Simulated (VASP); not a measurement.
Here is a VASP 6.6.1 calculation.

The input INCAR:

```
PREC = Accurate ; ENCUT = 520
EDIFF = 1E-6 ; ISMEAR = 0
SIGMA = 0.05 ; LREAL = F
LASPH = T ; NELM = 60
ALGO = Normal ; ISIF = 2
LWAVE = F ; LCHARG = F
GGA = PE ; NBANDS = 16
```

Contents of KPOINTS:

```
regular mesh
0
Gamma
  14 14 14
```

File POSCAR:

```
GaN
1.0
    0.0000000000      2.1032064750      2.1672635250
    2.1032064750      0.0000000000      2.1672635250
    2.1032064750      2.1032064750      0.0000000000
Ga N
1 1
Direct
    0.0000000000      0.0000000000      0.0000000000
    0.5000000000      0.5000000000      0.5000000000
```

Potentials or basis: VASP PAW PBE potentials, release 64 (Ga_d, N).

The run is started by

```console
$ cat potpaw_PBE.64/Ga_d/POTCAR potpaw_PBE.64/N/POTCAR > POTCAR
$ mpirun -np 1 vasp_std > vasp.out
```

(1) Estimate the band gap on the k mesh.

(2) Predict the pressure.

Answers

(1) 0.37 eV, indirect (least direct gap 2.39 eV).

(2) 4.1 GPa.

Caveat: the cell differs from its parent crystal (strain -0.015 along x and y, +0.015 along z).
